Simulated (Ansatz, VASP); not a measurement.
## One calculation of Si, two programs

Contents of POSCAR:

```
Si
1.0
    5.4442106826      0.0000000000      0.0000000000
    0.0000000000     -5.4442106826      0.0000000000
    0.0000000000      0.0000000000     -5.4442106826
Si
8
Direct
    0.5000000000      0.9380075424      1.0000000000
    0.0000000000      0.5000000000      1.0000000000
    0.0000000000      1.0000000000      0.5000000000
    0.5000000000      0.5000000000      0.5000000000
    0.7500000000      0.7500000000      0.7500000000
    0.2500000000      0.2500000000      0.7500000000
    0.2500000000      0.7500000000      0.2500000000
    0.7500000000      0.2500000000      0.2500000000
```

INCAR.step1

```
  PREC = Accurate
  ENCUT = 520
  ISMEAR = 0
  SIGMA = 0.05
  LREAL = F
  LASPH = T
  NELM = 100
  NBANDS = 26
  GGA = PE
  ALGO = Normal
  EDIFF = 1E-4
  LWAVE = T
  LCHARG = F
```

File INCAR.step2:

```
  PREC = Accurate
  ENCUT = 520
  EDIFF = 1E-7
  ISMEAR = 0
  SIGMA = 0.05
  LREAL = F
  LASPH = T
  NELM = 100
  ALGO = Normal
  ISIF = 2
  LWAVE = F
  LCHARG = F
  METAGGA = R2SCAN
  LMIXTAU = T
  NBANDS = 26
  ISTART = 1
```

KPOINTS

```
regular mesh
0
Gamma
  6 6 6
```

Input for Ansatz:

```yaml
crystal:
  lattice:
    - [5.4442106826, 0.0, 0.0]
    - [0.0, -5.4442106826, 0.0]
    - [0.0, 0.0, -5.4442106826]
  atoms:
    - { symbol: Si, position: [0.5, 0.9380075424, 1.0] }
    - { symbol: Si, position: [0.0, 0.5, 1.0] }
    - { symbol: Si, position: [0.0, 1.0, 0.5] }
    - { symbol: Si, position: [0.5, 0.5, 0.5] }
    - { symbol: Si, position: [0.75, 0.75, 0.75] }
    - { symbol: Si, position: [0.25, 0.25, 0.75] }
    - { symbol: Si, position: [0.25, 0.75, 0.25] }
    - { symbol: Si, position: [0.75, 0.25, 0.25] }
basis:
  ecutwfc: 500
kpoints:
  mp_grid: { grid: [6, 6, 6] }
hamiltonian:
  xc: r2scan
scf:
  occupations: { method: gaussian, width: 0.05 }
output:
  forces: true
  stress: true
  eigenvalues: true
  write_density: true
  write_potential: true
  elf: true
  volumetric_format: npy
```

Alike in both runs: task single point; functional r2SCAN; k mesh 6 × 6 × 6; occupations gaussian, width 0.05 eV; no spin polarisation.

```csv
,VASP,Ansatz
version,VASP 6.6.1,Ansatz 0.2.0
potentials or method,"VASP PAW PBE potentials, release 64 (Si), cutoff 520 eV","scalar-relativistic, plane waves, PAW"
valence electrons in the cell,32,32
```

VASP gave:

- gap on the k mesh at the Fermi level (eV): 0.31
- least direct gap on the mesh (eV): 0.31
- pressure (GPa): 0.9
- traceless stress, the component that is largest in VASP (GPa): 3.41
- rms of the force components (eV/Å): 1.137

Question: What did Ansatz give for the same quantities?

Answer: gap on the k mesh at the Fermi level (eV): 0.31; least direct gap on the mesh (eV): 0.31; pressure (GPa): 1.1; traceless stress, the component that is largest in VASP (GPa): 3.45; rms of the force components (eV/Å): 1.140.

VASP's potentials were made for PBE, not for r2SCAN. Atom by atom the forces differ by 0.004 eV/Å (rms over components). The functional is the same, so the differences come from potentials, cutoffs and numerics.
